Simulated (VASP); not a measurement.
Input of a VASP 6.6.1 run:

INCAR

```
SYSTEM = KTa6
PREC     = Accurate       ! precision mode
ENCUT    = 520            ! plane-wave cutoff, eV
EDIFF    = 1E-7           ! SCF threshold, eV
ISMEAR   = 0              ! smearing method
SIGMA    = 0.1            ! smearing width, eV
LREAL    = .False.        ! projectors in reciprocal space
LASPH    = .True.         ! aspherical terms in the spheres
NELM     = 80             ! most SCF steps
ALGO     = Normal         ! electronic algorithm
ISIF     = 2              ! what is computed and relaxed
LWAVE    = .False.        ! write WAVECAR
LCHARG   = .True.         ! write CHGCAR
LDIPOL   = .True.       
IDIPOL   = 3            
DIPOL    = 0.5 0.5 0.347
GGA      = PS             ! functional
LELF     = .True.         ! ELF
LVHAR    = .True.       
LVACPOTAV= .True.       
NBANDS   = 46             ! bands
```

The input KPOINTS:

```
Automatic mesh
0
Gamma
  6 6 1
  0 0 0
```

POSCAR

```
KTa6
1.0
    4.6392671641      0.0000000000      0.0000000000
   -2.3196335821      4.0177232191      0.0000000000
    0.0000000000      0.0000000000     19.9438808552
Ta K
6 1
Direct
    0.6666666667      0.3333333333      0.2005627706
    0.3333333333      0.6666666667      0.2480453268
    0.0000000000      0.0000000000      0.2955278831
    0.6666666667      0.3333333333      0.3400187737
    0.3333333333      0.6666666667      0.3814681521
    0.0000000000      0.0000000000      0.4233820346
    0.6666666667      0.2222222222      0.5434560787
```

Potentials or basis: VASP PAW PBE potentials, release 64 (Ta_pv, K_sv).

Command:

```sh
$ cat potpaw_PBE.64/Ta_pv/POTCAR potpaw_PBE.64/K_sv/POTCAR > POTCAR
$ mpirun -np 1 vasp_std > vasp.out
```

(1) Predict the largest force.

(2) Estimate the band gap on the k mesh.

## Answers

(1) 1.818 eV/Å.

(2) zero (an odd number of electrons rules out a gap without spin polarisation).

Caveat: the PAW data sets were made with another functional, which shifts forces and pressure a little; spin-orbit coupling is left out, which moves the levels of the heavy elements.
